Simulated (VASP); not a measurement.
# CoW3 (Fm-3m) in VASP: further runs

Runs on CoW3. Level: PBEsol. Tasks: single point.

Everything below comes from runs of VASP 6.6.1. Logs are shortened: lines on timing, memory, paths and dates and some standing lists are left out, and cuts for length are marked.

## 1. The cell of the first run

It takes space group Fm-3m (No. 225, cubic). The conventional cell has a = 6.144 Å, b = 6.144 Å, c = 6.144 Å, α = 90.00°, β = 90.00°, γ = 90.00°. W (site symmetry -43m) has 10 W at 2.66 to 3.07 Å and 4 Co at 2.66 Å within 3.5 Å. W (site symmetry m-3m) has 8 W at 2.66 Å and 6 Co at 3.07 Å within 3.5 Å. Within 3.5 Å of Co (site symmetry m-3m) lie 14 W at 2.66 to 3.07 Å.

## 2. Single point, PBEsol, collinear spin, ferromagnetic start

The input, INCAR:

```
PREC = Accurate
ENCUT = 520
EDIFF = 1E-7
ISMEAR = 0
SIGMA = 0.1
LREAL = F
LASPH = T
NELM = 150
ALGO = Fast
ISIF = 2
LWAVE = F
LCHARG = T
ISPIN = 2
MAGMOM = 0 0 0 2
LORBIT = 11
LMAXMIX = 4
GGA = PS
LELF = T
LVHAR = T
NBANDS = 38
```

The input, KPOINTS:

```
Automatic mesh
0
Gamma
  12 12 12
```

The input, POSCAR:

```
CoW3
1.0
    0.0000000000      3.0720842694      3.0720842694
    3.0720842694      0.0000000000      3.0720842694
    3.0720842694      3.0720842694      0.0000000000
W Co
3 1
Direct
    0.2500000000      0.2500000000      0.2500000000
    0.7500000000      0.7500000000      0.7500000000
    0.5000000000      0.5000000000      0.5000000000
    0.0000000000      0.0000000000      0.0000000000
```

Potentials or basis: VASP PAW PBE potentials, release 64 (W_sv, Co).

Command:

```bash
cat potpaw_PBE.64/W_sv/POTCAR potpaw_PBE.64/Co/POTCAR > POTCAR
mpirun -np 1 vasp_std > vasp.out
```

OUTCAR:

```text
PREC = Accurate
   ENCUT = 520
   EDIFF = 1E-7
   ISMEAR = 0
   LREAL = F
   LASPH = T
   NELM = 150
   ISIF = 2
   ISPIN = 2
   LORBIT = 11
   GGA = PS

 ion  position               nearest neighbor table
   1  0.250  0.250  0.250-   4 2.66   4 2.66   4 2.66   3 2.66   4 2.66   3 2.66   3 2.66   3 2.66
                             2 3.07   2 3.07   2 3.07   2 3.07   2 3.07   2 3.07
   2  0.750  0.750  0.750-   3 2.66   3 2.66   3 2.66   3 2.66   4 2.66   4 2.66   4 2.66   4 2.66
                             1 3.07   1 3.07   1 3.07   1 3.07   1 3.07   1 3.07
   3  0.500  0.500  0.500-   1 2.66   1 2.66   1 2.66   1 2.66   2 2.66   2 2.66   2 2.66   2 2.66
                             4 3.07   4 3.07   4 3.07   4 3.07   4 3.07   4 3.07
   4  0.000  0.000  0.000-   2 2.66   2 2.66   2 2.66   1 2.66   2 2.66   1 2.66   1 2.66   1 2.66
                             3 3.07   3 3.07   3 3.07   3 3.07   3 3.07   3 3.07

  LATTYP: Found a face centered cubic cell.
 ALAT       =     6.1441685388

  Lattice vectors:

 A1 = (   0.0000000000,   3.0720842694,   3.0720842694)
 A2 = (   3.0720842694,   0.0000000000,   3.0720842694)
 A3 = (   3.0720842694,   3.0720842694,   0.0000000000)

Analysis of symmetry for initial positions (statically):
=====================================================================
 Subroutine PRICEL returns:
 Original cell was already a primitive cell.

 Routine SETGRP: Setting up the symmetry group for a
 face centered cubic supercell.

 Subroutine GETGRP returns: Found 48 space group operations
[... 9 lines left out ...]

 Routine SETGRP: Setting up the symmetry group for a
 face centered cubic supercell.

 Subroutine GETGRP returns: Found 48 space group operations
 (whereof 48 operations were pure point group operations)
 out of a pool of 48 trial point group operations.

The dynamic configuration has the point symmetry O_h .

Analysis of structural, dynamic, and magnetic symmetry:
=====================================================================
 Subroutine PRICEL returns:
 Original cell was already a primitive cell.

 Routine SETGRP: Setting up the symmetry group for a
 face centered cubic supercell.

 Subroutine GETGRP returns: Found 48 space group operations
 (whereof 48 operations were pure point group operations)
 out of a pool of 48 trial point group operations.

The overall configuration has the point symmetry O_h .

 Subroutine INISYM returns: Found 48 space group operations
[... 5 lines left out ...]
                                     Primitive cell

  volume of cell :      57.9868

[... 117 lines left out ...]
   GGA     = PS    functional components
   LHFCALC =     F    Hartree Fock is set to
   AEXX    =    0.0000 exact exchange contribution
   IVDW    =     0    specifies the selected vdW correction
   LEPSILON=     F    determine dielectric tensor
   LRPA    =     F    only Hartree local field effects (RPA)
 spin polarized calculation
 RMM-DIIS sequential band-by-band and
 Gauss-broadening in eV      SIGMA  =   0.10
  energy-cutoff  :      520.00
  volume of cell :       57.99
 maximum number of plane-waves:      1588
   NGX = 17   NGY = 17   NGZ = 17

 number of electron      50.9999996 magnetization       1.3187849

 Free energy of the ion-electron system (eV)
  ---------------------------------------------------
  ext. energy  EPLUGINS =         0.00000000
  ---------------------------------------------------
  free energy    TOTEN  =       -48.16097155 eV

  energy without entropy =      -48.14003587  energy(sigma->0) =      -48.15050371

 E-fermi :  11.1716     XC(G=0): -13.7597

 val. band max:       11.1661173010   @ k =   0.5000   0.2500   0.0833
 cond. band min:      11.1738740447   @ k =   0.5000   0.3333   0.1667
 fundamental gap:      0.0077567437
 Fermi energy:        11.1715693240

 spin component 1

 k-point     1 :       0.0000    0.0000    0.0000
  band No.  band energies     occupation
      1     -62.9869      1.00000
      2     -62.9180      1.00000
      3     -62.4542      1.00000
      4     -27.3607      1.00000
      5     -27.3607      1.00000
      6     -27.3607      1.00000
[... 949 lines left out ...]
     36      18.8433      0.00000
     37      20.3275      0.00000

 [... further k-points ...]

 spin component 2

 k-point     1 :       0.0000    0.0000    0.0000
  band No.  band energies     occupation
      1     -62.9393      1.00000
      2     -62.8682      1.00000
      3     -62.4442      1.00000
      4     -27.3151      1.00000
      5     -27.3151      1.00000
      6     -27.3151      1.00000
[... 949 lines left out ...]
     36      18.9550      0.00000
     37      20.4824      0.00000

 [... further k-points ...]

 [bands above 37 left out]

------------------------ aborting loop because EDIFF is reached ----------------------------------------

  FORCE on cell =-STRESS in cart. coord.  units (eV):
  Direction    XX          YY          ZZ          XY          YZ          ZX
  --------------------------------------------------------------------------------------
  -------------------------------------------------------------------------------------
  Total        0.1538375      0.1538375      0.1538375     -0.0000000     -0.0000000      0.0000000
  in kB        4.2505333      4.2505333      4.2505333     -0.0000000     -0.0000000      0.0000000
  external PRESSURE =       4.2505333 kB  Pullay stress =       0.0000000 kB

 VOLUME and BASIS-vectors are now :
 -----------------------------------------------------------------------------
  energy-cutoff  :      520.00
  volume of cell :       57.99
      direct lattice vectors                 reciprocal lattice vectors
     0.000000000  3.072084269  3.072084269    -0.162755952  0.162755952  0.162755952
     3.072084269  0.000000000  3.072084269     0.162755952 -0.162755952  0.162755952
     3.072084269  3.072084269  0.000000000     0.162755952  0.162755952 -0.162755952

 POSITION                                       TOTAL-FORCE (eV/Angst)
 -----------------------------------------------------------------------------------
      1.53604      1.53604      1.53604         0.000000      0.000000      0.000000
      4.60813      4.60813      4.60813        -0.000000     -0.000000     -0.000000
      3.07208      3.07208      3.07208        -0.000000     -0.000000     -0.000000
      0.00000      0.00000      0.00000        -0.000000     -0.000000     -0.000000
 -----------------------------------------------------------------------------------
    total drift:                               -0.000000     -0.000000      0.000000

  FREE ENERGIE OF THE ION-ELECTRON SYSTEM (eV)
  ---------------------------------------------------
  free  energy   TOTEN  =       -48.1609715472 eV

  energy  without entropy=      -48.1400358655  energy(sigma->0) =      -48.15050371

 total charge

# of ion       s       p       d       tot
------------------------------------------
    1        2.407   6.336   3.333  12.075
    2        2.407   6.336   3.333  12.075
    3        2.462   6.315   3.539  12.316
    4        0.458   0.565   7.277   8.301
--------------------------------------------------
tot          7.734  19.552  17.481  44.767

 magnetization (x)

# of ion       s       p       d       tot
------------------------------------------
    1       -0.002  -0.000   0.106   0.104
    2       -0.002  -0.000   0.106   0.104
    3        0.009   0.007   0.010   0.026
    4        0.003   0.001   1.072   1.076
--------------------------------------------------
tot          0.009   0.008   1.293   1.309
```

OSZICAR:

```text
N       E                     dE             d eps       ncg     rms          rms(c)
DAV:   1     0.596969601574E+03    0.59697E+03   -0.26768E+04 11064   0.160E+03
DAV:   2    -0.163504449363E+02   -0.61332E+03   -0.58976E+03 11154   0.498E+02
[... 13 lines left out ...]
RMM:  16    -0.481609878378E+02   -0.53777E-04   -0.27970E-04 13127   0.988E-02    0.760E-02
RMM:  17    -0.481609717750E+02    0.16063E-04   -0.61919E-05 14271   0.531E-02    0.309E-02
RMM:  18    -0.481609694531E+02    0.23219E-05   -0.22054E-05 14211   0.258E-02    0.220E-02
RMM:  19    -0.481609712287E+02   -0.17756E-05   -0.65708E-06 15080   0.128E-02    0.107E-02
RMM:  20    -0.481609714922E+02   -0.26342E-06   -0.18301E-06 12777   0.649E-03    0.353E-03
RMM:  21    -0.481609716000E+02   -0.10785E-06   -0.48540E-07  9641   0.342E-03    0.246E-03
RMM:  22    -0.481609715472E+02    0.52800E-07   -0.11286E-07  7059   0.200E-03
   1 F= -.48160972E+02 E0= -.48150504E+02  d E =-.209357E-01  mag=     1.3187
```

stdout:

```text
POSCAR found type information on POSCAR W Co
 POSCAR found :  2 types and       4 ions
 scaLAPACK will be used
 -----------------------------------------------------------------------------
|                                                                             |
|                                                                             |
|     You enforced a specific xc type in the INCAR file but a different       |
|     I HOPE YOU KNOW WHAT YOU ARE DOING!                                     |
|                                                                             |
 -----------------------------------------------------------------------------

 LDA part: xc-table for (Slater+PW92), standard interpolation
 POSCAR, INCAR and KPOINTS ok, starting setup
 FFT: planning ... GRIDC
 FFT: planning ... GRID_SOFT
 FFT: planning ... GRID
 WAVECAR not read
 entering main loop
WARNING in EDDRMM: call to ZHEGV failed, returncode =   8  4     37
WARNING in EDDRMM: call to ZHEGV failed, returncode =   6  3     37
```

It took 3 min on 1 thread of Intel Xeon 6975P-C (Granite Rapids), shared host; peak memory 0.37 GiB.

What came out:

```yaml
Free_energy: -48.1610 eV
Pressure: 0.4 GPa
Net_moment: 1.32 μB per cell
Site_moments: W +0.10, +0.03; Co +1.08 μB
Valence_electrons_inside_the_program's_atomic_spheres: W 12.07, 12.32; Co 8.30
```

Caveat: the PAW data sets were made with another functional, which shifts forces and pressure a little; spin-orbit coupling is left out, which moves the levels of the heavy elements.

## 3. Single point, PBEsol, collinear spin, ferromagnetic start

The input, INCAR:

```
SYSTEM = CoW3
ALGO     = Fast           ! electronic algorithm
EDIFF    = 1E-6           ! SCF threshold, eV
ENCUT    = 520            ! plane-wave cutoff, eV
GGA      = PS             ! functional
ISIF     = 2              ! what is computed and relaxed
ISMEAR   = 0              ! smearing method
ISPIN    = 2              ! spin polarisation
LASPH    = .True.         ! aspherical terms in the spheres
LCHARG   = .False.        ! write CHGCAR
LMAXMIX  = 4              ! l up to which the mixer works
LORBIT   = 11             ! projections on sites
LREAL    = .False.        ! projectors in reciprocal space
LWAVE    = .False.        ! write WAVECAR
MAGMOM   = 0.48 0.48 0.11 1.83 ! initial moments
NBANDS   = 38             ! bands
NELM     = 150            ! most SCF steps
NUPDOWN  = 3.0            ! fixed moment
PREC     = Accurate       ! precision mode
SIGMA    = 0.1            ! smearing width, eV
```

The input, KPOINTS:

```
k-points
0
Gamma
  12 12 12
  0 0 0
```

POSCAR is that of step 2.

Potentials or basis: VASP PAW PBE potentials, release 64 (W_sv, Co).

Command:

```bash
cat potpaw_PBE.64/W_sv/POTCAR potpaw_PBE.64/Co/POTCAR > POTCAR
mpirun -np 1 vasp_std > vasp.out
```

Wall time 4.9 min (1 thread of Intel Xeon Platinum 8375C at 2.90GHz (Ice Lake), shared host); peak memory 0.36 GiB.

The run converged. Its results:

```yaml
Free_energy: -47.9583 eV
Pressure: 3.4 GPa
Net_moment: 3.00 μB per cell
Site_moments: W +0.50, +0.13; Co +1.63 μB
Valence_electrons_inside_the_program's_atomic_spheres: W 12.10, 12.31; Co 8.26
```

Caveat: the PAW data sets were made with another functional, which shifts forces and pressure a little; spin-orbit coupling is left out, which moves the levels of the heavy elements; the total moment is fixed, so each spin has its own Fermi level.
